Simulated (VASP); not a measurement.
# Li4LuBi2Cl (P4/mmm) in VASP: further runs

The runs below take Li4LuBi2Cl through single point, with r2SCAN.

Everything below comes from runs of VASP 6.6.1. Logs are shortened: lines on timing, memory, paths and dates and some standing lists are left out, and cuts for length are marked.

**1. The cell of the first run**

Symmetry: P4/mmm, No. 123, tetragonal system. The conventional cell has a = 3.976 Å, b = 3.976 Å, c = 9.210 Å, α = 90.00°, β = 90.00°, γ = 90.00°. Within 4.6 Å of Cl (site symmetry 4/mmm) lie 8 Bi at 3.46 Å and 8 Li at 3.77 Å and 4 Cl at 3.98 Å. Lu (site symmetry 4/mmm) has 8 Li at 2.43 Å within 3.2 Å. Within 3.1 Å of Li (site symmetry 2mm) lie 2 Bi at 2.31 Å and 2 Lu at 2.43 Å and 5 Li at 2.80 to 2.81 Å. Bi (site symmetry 4mm) has 4 Li at 2.31 Å within 3.1 Å.

**2. Single point, r2SCAN**

POSCAR

```
Li4LuBi2Cl
1.0
    3.9762210000      0.0000000000      0.0000000000
    0.0000000000      3.9762210000      0.0000000000
    0.0000000000      0.0000000000      9.2104550000
Cl Lu Li Bi
1 1 4 2
Direct
    0.0000000000      0.0000000000      0.5000000000
    0.0000000000      0.0000000000      0.0000000000
    0.5000000000      0.0000000000      0.8480000000
    0.0000000000      0.5000000000      0.8480000000
    0.5000000000      0.0000000000      0.1520000000
    0.0000000000      0.5000000000      0.1520000000
    0.5000000000      0.5000000000      0.7193000000
    0.5000000000      0.5000000000      0.2807000000
```

INCAR.step1

```
SYSTEM = Li4LuBi2Cl
  PREC = Accurate
  ENCUT = 520
  ISMEAR = -1
  SIGMA = 0.1
  LREAL = .FALSE.
  LASPH = .TRUE.
  NELM = 80
  NBANDS = 47
  GGA = PE
  ALGO = Normal
  EDIFF = 1E-4
  LWAVE = .TRUE.
  LCHARG = .FALSE.
```

INCAR.step2

```
SYSTEM = Li4LuBi2Cl
  PREC = Accurate
  ENCUT = 520
  EDIFF = 1E-6
  ISMEAR = -1
  SIGMA = 0.1
  LREAL = .FALSE.
  LASPH = .TRUE.
  NELM = 80
  ALGO = Normal
  ISIF = 2
  LWAVE = .FALSE.
  LCHARG = .FALSE.
  METAGGA = R2SCAN
  LMIXTAU = .TRUE.
  NBANDS = 47
  ISTART = 1
```

KPOINTS

```
Automatic mesh
0
G
  5 5 2
  0 0 0
```

Potentials or basis: VASP PAW PBE potentials, release 64 (Cl, Lu, Li_sv, Bi_d).

Run with:

```sh
$ cat potpaw_PBE.64/Cl/POTCAR potpaw_PBE.64/Lu/POTCAR potpaw_PBE.64/Li_sv/POTCAR potpaw_PBE.64/Bi_d/POTCAR > POTCAR
$ cp INCAR.step1 INCAR
$ mpirun -np 1 vasp_std > vasp.out
$ cp INCAR.step2 INCAR
$ mpirun -np 1 vasp_std > vasp.out
```

OUTCAR:

```text
SYSTEM = Li4LuBi2Cl
   PREC = Accurate
   ENCUT = 520
   EDIFF = 1E-6
   ISMEAR = -1
   LREAL = .FALSE.
   LASPH = .TRUE.
   NELM = 80
   ISIF = 2
   METAGGA = R2SCAN
   ISTART = 1

 ion  position               nearest neighbor table
   1  0.000  0.000  0.500-
   2  0.000  0.000  0.000-   3 2.43   4 2.43   5 2.43   6 2.43   4 2.43   6 2.43   3 2.43   5 2.43
                             7 3.82   8 3.82   7 3.82   8 3.82   7 3.82   8 3.82   7 3.82   8 3.82
   3  0.500  0.000  0.848-   7 2.31   7 2.31   2 2.43   2 2.43
   4  0.000  0.500  0.848-   7 2.31   7 2.31   2 2.43   2 2.43
   5  0.500  0.000  0.152-   8 2.31   8 2.31   2 2.43   2 2.43
   6  0.000  0.500  0.152-   8 2.31   8 2.31   2 2.43   2 2.43
   7  0.500  0.500  0.719-   3 2.31   4 2.31   3 2.31   4 2.31   2 3.82   2 3.82   2 3.82   2 3.82

   8  0.500  0.500  0.281-   5 2.31   6 2.31   5 2.31   6 2.31   2 3.82   2 3.82   2 3.82   2 3.82

  LATTYP: Found a simple tetragonal cell.
 ALAT       =     3.9762210000
 C/A-ratio  =     2.3163840742

  Lattice vectors:

 A1 = (   3.9762210000,   0.0000000000,   0.0000000000)
 A2 = (   0.0000000000,   3.9762210000,   0.0000000000)
 A3 = (   0.0000000000,   0.0000000000,   9.2104550000)

Analysis of symmetry for initial positions (statically):
=====================================================================
 Subroutine PRICEL returns:
 Original cell was already a primitive cell.

 Routine SETGRP: Setting up the symmetry group for a
 simple tetragonal supercell.

 Subroutine GETGRP returns: Found 16 space group operations
 (whereof 16 operations were pure point group operations)
 out of a pool of 16 trial point group operations.

The static configuration has the point symmetry D_4h.

Analysis of symmetry for dynamics (positions and initial velocities):
=====================================================================
 Subroutine PRICEL returns:
 Original cell was already a primitive cell.

 Routine SETGRP: Setting up the symmetry group for a
 simple tetragonal supercell.

 Subroutine GETGRP returns: Found 16 space group operations
 (whereof 16 operations were pure point group operations)
 out of a pool of 16 trial point group operations.

The dynamic configuration has the point symmetry D_4h.

 Subroutine INISYM returns: Found 16 space group operations
 (whereof 16 operations are pure point group operations),
 and found     1 'primitive' translations

----------------------------------------------------------------------------------------

                                     Primitive cell

  volume of cell :     145.6204

  direct lattice vectors                    reciprocal lattice vectors
     3.976221000  0.000000000  0.000000000     0.251495075  0.000000000  0.000000000
     0.000000000  3.976221000  0.000000000     0.000000000  0.251495075  0.000000000
     0.000000000  0.000000000  9.210455000     0.000000000  0.000000000  0.108572269

  length of vectors
     3.976221000  3.976221000  9.210455000     0.251495075  0.251495075  0.108572269

  position of ions in fractional coordinates (direct lattice)
     0.000000000  0.000000000  0.500000000
     0.000000000  0.000000000  0.000000000
     0.500000000  0.000000000  0.848000000
     0.000000000  0.500000000  0.848000000
     0.500000000  0.000000000  0.152000000
     0.000000000  0.500000000  0.152000000
     0.500000000  0.500000000  0.719300000
     0.500000000  0.500000000  0.280700000

  ion indices of the primitive-cell ions
   primitive index   ion index
                 1           1
                 2           2
                 3           3
                 4           4
                 5           5
                 6           6
                 7           7
                 8           8

----------------------------------------------------------------------------------------

 KPOINTS: Automatic mesh

Automatic generation of k-mesh.
 Grid dimensions read from file:
 generate k-points for:    5    5    2

 Generating k-lattice:

  Cartesian coordinates                     Fractional coordinates (reciprocal lattice)
     0.050299015  0.000000000  0.000000000     0.200000000  0.000000000  0.000000000
     0.000000000  0.050299015  0.000000000     0.000000000  0.200000000  0.000000000
     0.000000000  0.000000000  0.054286135     0.000000000  0.000000000  0.500000000

  Length of vectors
     0.050299015  0.050299015  0.054286135

  Shift w.r.t. Gamma in fractional coordinates (k-lattice)
     0.000000000  0.000000000  0.000000000

 Subroutine IBZKPT returns following result:
 ===========================================

 Found     12 irreducible k-points:

 Following reciprocal coordinates:
            Coordinates               Weight
  0.000000  0.000000  0.000000      1.000000
  0.200000  0.000000  0.000000      4.000000
  0.400000  0.000000  0.000000      4.000000
  0.200000  0.200000  0.000000      4.000000
  0.400000  0.200000  0.000000      8.000000
  0.400000  0.400000  0.000000      4.000000
  0.000000  0.000000  0.500000      1.000000
  0.200000  0.000000  0.500000      4.000000
  0.400000  0.000000  0.500000      4.000000
  0.200000  0.200000  0.500000      4.000000
  0.400000  0.200000  0.500000      8.000000
  0.400000  0.400000  0.500000      4.000000
   k-points           NKPTS =     12   k-points in BZ     NKDIM =     12   number of bands    NBANDS=     47
   number of dos      NEDOS =    301   number of ions     NIONS =      8
   total plane-waves  NPLWV =  63000
   dimension x,y,z NGX =    30 NGY =   30 NGZ =   70
   dimension x,y,z NGXF=    60 NGYF=   60 NGZF=  140
   ions per type =               1   1   4   2
   NGX,Y,Z   is equivalent  to a cutoff of  12.54, 12.54, 12.63 a.u.
   NGXF,Y,Z  is equivalent  to a cutoff of  25.09, 25.09, 25.27 a.u.
 SYSTEM =  Li4LuBi2Cl
   PREC   = accura    normal or accurate (medium, high low for compatibility)
   ISTART =      1    job   : 0-new  1-cont  2-samecut
   ICHARG =      0    charge: 1-file 2-atom 10-const
   ISPIN  =      1    spin polarized calculation?
   LNONCOLLINEAR =      F non collinear calculations
   LSORBIT =      F    spin-orbit coupling
   LASPH  =      T    aspherical Exc in radial PAW
   ENCUT  =  520.0 eV  38.22 Ry    6.18 a.u.   7.39  7.39 17.13*2*pi/ulx,y,z
   NELM   =     80;   NELMIN=  2; NELMDL=  0     # of ELM steps
   EDIFF  = 0.1E-05   stopping-criterion for ELM
   LREAL  =      F    real-space projection
   EDIFFG = 0.1E-04   stopping-criterion for IOM
   NSW    =      0    number of steps for IOM
   IBRION =     -1    ionic relax: 0-MD 1-quasi-New 2-CG
   NFREE  =      0    steps in history (QN), initial steepest desc. (CG)
   ISIF   =      2    stress and relaxation
   ISYM   =      2    0-nonsym 1-usesym 2-fastsym
   POTIM  = 0.5000    time-step for ionic-motion
   TEBEG  =    0.0;   TEEND  =   0.0 temperature during run
   PSTRESS=    0.0 pullay stress
   NELECT =      74.0000    total number of electrons
   NUPDOWN=      -1.0000    fix difference up-down
   EMIN   =  10.00;   EMAX   =-10.00  energy-range for DOS
   EFERMI =   0.00;   METHOD = LEGACY
   ISMEAR =    -1;   SIGMA  =   0.10  broadening in eV -4-tet -1-fermi 0-gaus
   EFERMI_NEDOS =   21; number of points for ismear=-14 and -15
   IALGO  =     38    algorithm
   IMIX   =      4    mixing-type and parameters
     AMIX     =   0.40;   BMIX     =  1.00
     AMIX_MAG =   1.60;   BMIX_MAG =  1.00
  volume/ion in A,a.u.               =      18.20       122.84
  Fermi-wavevector in a.u.,A,eV,Ry     =   1.306406  2.468749 23.221003  1.706696
  Thomas-Fermi vector in A             =   2.437210
   LORBIT       =      0    0 simple, 1 ext, 2 COOP (PROOUT), +10 PAW based schemes
   METAGGA = R2SCAN    functional components
   LHFCALC =     F    Hartree Fock is set to
   AEXX    =    0.0000 exact exchange contribution
   IVDW    =     0    specifies the selected vdW correction
   LEPSILON=     F    determine dielectric tensor
   LRPA    =     F    only Hartree local field effects (RPA)
 non-spin polarized calculation
  energy-cutoff  :      520.00
  volume of cell :      145.62
 maximum number of plane-waves:      3978
 NGX is ok and might be reduce to    30
   NGX = 15   NGY = 15   NGZ = 35

 number of electron      73.9999964 magnetization

 Free energy of the ion-electron system (eV)
  ---------------------------------------------------
  ext. energy  EPLUGINS =         0.00000000
  ---------------------------------------------------
  free energy    TOTEN  =      -163.14251969 eV

  energy without entropy =     -162.92425077  energy(sigma->0) =     -163.03338523

 E-fermi :   4.3741     XC(G=0): -10.5822

 val. band max:        4.3613078669   @ k =   0.4000   0.2000   0.5000
 cond. band min:       4.4102540426   @ k =   0.2000   0.0000   0.0000
 fundamental gap:      0.0489461757
 Fermi energy:         4.3741417555

 k-point     1 :       0.0000    0.0000    0.0000
  band No.  band energies     occupation
      1     -53.8490      2.00000
      2     -43.1213      2.00000
      3     -43.1177      2.00000
      4     -43.0841      2.00000
      5     -43.0737      2.00000
      6     -24.0212      2.00000
[... 39 lines left out ...]
     46      10.9084      0.00000
     47      10.9084      0.00000

 k-point     2 :       0.2000    0.0000    0.0000
  band No.  band energies     occupation
      1     -53.8481      2.00000
      2     -43.1184      2.00000
      3     -43.1132      2.00000
      4     -43.0883      2.00000
      5     -43.0776      2.00000
      6     -24.0241      2.00000
[... 39 lines left out ...]
     46      10.8114      0.00000
     47      11.4934      0.00000

 k-point     3 :       0.4000    0.0000    0.0000
  band No.  band energies     occupation
      1     -53.8466      2.00000
      2     -43.1106      2.00000
      3     -43.1017      2.00000
      4     -43.0981      2.00000
      5     -43.0880      2.00000
      6     -24.0288      2.00000
[... 439 lines left out ...]
     46      10.2457      0.00000
     47      12.8635      0.00000

 k-point    12 :       0.4000    0.4000    0.5000
  band No.  band energies     occupation
      1     -53.8443      2.00000
      2     -43.1078      2.00000
      3     -43.1042      2.00000
      4     -43.0961      2.00000
      5     -43.0918      2.00000
      6     -24.0367      2.00000
[... 39 lines left out ...]
     46       9.2865      0.00000
     47      13.2106      0.00000

------------------------ aborting loop because EDIFF is reached ----------------------------------------

  FORCE on cell =-STRESS in cart. coord.  units (eV):
  Direction    XX          YY          ZZ          XY          YZ          ZX
  --------------------------------------------------------------------------------------
  -------------------------------------------------------------------------------------
  Total       22.4602556     22.4602556     15.5301239      0.0000000     -0.0000000     -0.0000000
  in kB      247.1173064    247.1173064    170.8690433      0.0000000     -0.0000000     -0.0000000
  external PRESSURE =     221.7012187 kB  Pullay stress =       0.0000000 kB

 VOLUME and BASIS-vectors are now :
 -----------------------------------------------------------------------------
  energy-cutoff  :      520.00
  volume of cell :      145.62
      direct lattice vectors                 reciprocal lattice vectors
     3.976221000  0.000000000  0.000000000     0.251495075  0.000000000  0.000000000
     0.000000000  3.976221000  0.000000000     0.000000000  0.251495075  0.000000000
     0.000000000  0.000000000  9.210455000     0.000000000  0.000000000  0.108572269

 POSITION                                       TOTAL-FORCE (eV/Angst)
 -----------------------------------------------------------------------------------
      0.00000      0.00000      4.60523        -0.000000     -0.000000     -0.000000
      0.00000      0.00000      0.00000        -0.000000     -0.000000     -0.000000
      1.98811      0.00000      7.81047        -0.000000     -0.000000     -0.133144
      0.00000      1.98811      7.81047        -0.000000      0.000000     -0.133144
      1.98811      0.00000      1.39999        -0.000000     -0.000000      0.133144
      0.00000      1.98811      1.39999        -0.000000      0.000000      0.133144
      1.98811      1.98811      6.62508        -0.000000      0.000000     -2.452282
      1.98811      1.98811      2.58537         0.000000     -0.000000      2.452282
 -----------------------------------------------------------------------------------
    total drift:                                0.000000      0.000000      0.000000

  FREE ENERGIE OF THE ION-ELECTRON SYSTEM (eV)
  ---------------------------------------------------
  free  energy   TOTEN  =      -163.1425196851 eV

  energy  without entropy=     -162.9242507691  energy(sigma->0) =     -163.03338523
```

Run time: 8.6 min. Hardware: 1 thread of AMD EPYC 7R43 (Zen 3), shared host; peak memory 0.27 GiB.

What came out:

```
Free energy            : -163.1425 eV
Largest force          : 2.452 eV/Å
Band gap on the k mesh : zero (band 37 reaches 4.49 eV, above the bottom of band 38 at 4.03 eV)
```

Forces on the atoms (eV/Å):
```
Cl   0.000  0.000  0.000
Lu   0.000  0.000  0.000
Li   0.000  0.000 -0.133
Li   0.000  0.000 -0.133
Li   0.000  0.000  0.133
Li   0.000  0.000  0.133
Bi   0.000  0.000 -2.452
Bi   0.000  0.000  2.452
```

Caveat: the cutoff is under 1.25 times the usual one of these potentials, so pressure, stress and relaxed cells hold a basis-set (Pulay) error; the PAW data sets were made with another functional, which shifts forces and pressure a little; spin-orbit coupling is left out, which moves the levels of the heavy elements.

**3. Single point, r2SCAN**

POSCAR is that of step 2.

INCAR.step1

```
ALGO = Normal ; EDIFF = 1E-4
ENCUT = 520 ; GGA = PE
ISMEAR = -1 ; LASPH = True
LCHARG = False ; LREAL = False
LWAVE = True ; NBANDS = 47
NELM = 80 ; PREC = Accurate
SIGMA = 0.1
```

INCAR.step2

```
ALGO = Normal ; EDIFF = 1E-6
ENCUT = 520 ; ISIF = 2
ISMEAR = -1 ; ISTART = 1
LASPH = True ; LCHARG = True
LELF = True ; LMIXTAU = True
LREAL = False ; LVHAR = True
LWAVE = False ; METAGGA = R2SCAN
NBANDS = 47 ; NELM = 80
PREC = Accurate ; SIGMA = 0.1
```

KPOINTS

```
k-points
0
Gamma
  5 5 2
```

Potentials or basis: VASP PAW PBE potentials, release 64 (Cl, Lu, Li_sv, Bi_d).

Run with:

```sh
$ cat potpaw_PBE.64/Cl/POTCAR potpaw_PBE.64/Lu/POTCAR potpaw_PBE.64/Li_sv/POTCAR potpaw_PBE.64/Bi_d/POTCAR > POTCAR
$ cp INCAR.step1 INCAR
$ mpirun -np 1 vasp_std > vasp.out
$ cp INCAR.step2 INCAR
$ mpirun -np 1 vasp_std > vasp.out
```

Wall time 8.6 min (1 thread of AMD EPYC 7R43 (Zen 3), shared host); peak memory 0.27 GiB.

The run converged. Its results:

- Free energy: -163.1425 eV
- Largest force: 2.452 eV/Å
- Band gap on the k mesh: zero (band 37 reaches 4.49 eV, above the bottom of band 38 at 4.03 eV)

Forces in eV/Å, atoms in the order of the input:
```
Cl   0.000  0.000  0.000
Lu   0.000  0.000  0.000
Li   0.000  0.000 -0.133
Li   0.000  0.000 -0.133
Li   0.000  0.000  0.133
Li   0.000  0.000  0.133
Bi   0.000  0.000 -2.452
Bi   0.000  0.000  2.452
```

Levels at points of the mesh, in eV from the Fermi level:
| k point | band 33 | band 34 | band 35 | band 36 | band 37 | band 38 | band 39 | band 40 | band 41 | band 42 |
| --- | --- | --- | --- | --- | --- | --- | --- | --- | --- | --- |
| (0.00, 0.00, 0.00) | -0.90 | -0.90 | -0.16 | 0.08 | 0.12 | 0.12 | 0.52 | 1.94 | 3.26 | 3.26 |
| (0.00, 0.00, 0.50) | -1.05 | -0.53 | -0.53 | -0.28 | -0.28 | -0.16 | 0.80 | 3.25 | 3.42 | 3.42 |

Caveat: the cutoff is under 1.25 times the usual one of these potentials, so pressure, stress and relaxed cells hold a basis-set (Pulay) error; the PAW data sets were made with another functional, which shifts forces and pressure a little; spin-orbit coupling is left out, which moves the levels of the heavy elements.
